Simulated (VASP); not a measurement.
Set up this calculation in VASP 6.6.1, as the native input.

```yaml
Task: single point
Functional: LDA
Potentials_or_basis: VASP PAW LDA potentials, release 64 (Y_sv, Cu)
Cutoff: 520 eV
k_mesh: 8 × 8 × 8
Occupations: methfessel-paxton, width 0.15 eV
Spin: no spin polarisation
Dipole_correction: no
Further_INCAR_settings: ALGO = Normal; EDIFF = 1e-07; NBANDS = 18
```

The structure of YCu lies in POSCAR:

```
YCu
1.0
    3.3875214163      0.0000000000      0.0000000000
    0.0000000000      3.3875214163      0.0000000000
    0.0000000000      0.0000000000      3.3875214163
Y Cu
1 1
Direct
    0.0000000000      0.0000000000      0.0000000000
    0.5000000000      0.5000000000      0.5000000000
```

The input as run:

INCAR

```
SYSTEM = YCu
ALGO     = Normal         ! electronic algorithm
EDIFF    = 1E-7           ! SCF threshold, eV
ENCUT    = 520            ! plane-wave cutoff, eV
GGA      = CA             ! functional
ISIF     = 2              ! what is computed and relaxed
ISMEAR   = 1              ! smearing method
LASPH    = .TRUE.         ! aspherical terms in the spheres
LCHARG   = .FALSE.        ! write CHGCAR
LREAL    = .FALSE.        ! projectors in reciprocal space
LWAVE    = .FALSE.        ! write WAVECAR
NBANDS   = 18             ! bands
NELM     = 100            ! most SCF steps
PREC     = Accurate       ! precision mode
SIGMA    = 0.15           ! smearing width, eV
```

KPOINTS

```
k-points
0
G
  8 8 8
  0 0 0
```

Potentials or basis: VASP PAW LDA potentials, release 64 (Y_sv, Cu).

Command:

```bash
$ cat potpaw_LDA.64/Y_sv/POTCAR potpaw_LDA.64/Cu/POTCAR > POTCAR
$ mpirun -np 1 vasp_std > vasp.out
```

It gave:

```
Pressure               : -0.5 GPa
Band gap on the k mesh : zero (bands 11 and 12 overlap by 2.63 eV)
```

Run time: 28 s on 1 thread of Intel(R) Xeon(R) Platinum 8259CL CPU @ 2.50GHz (Skylake/Cascade Lake), with other jobs on the host, peak memory 0.17 GiB.
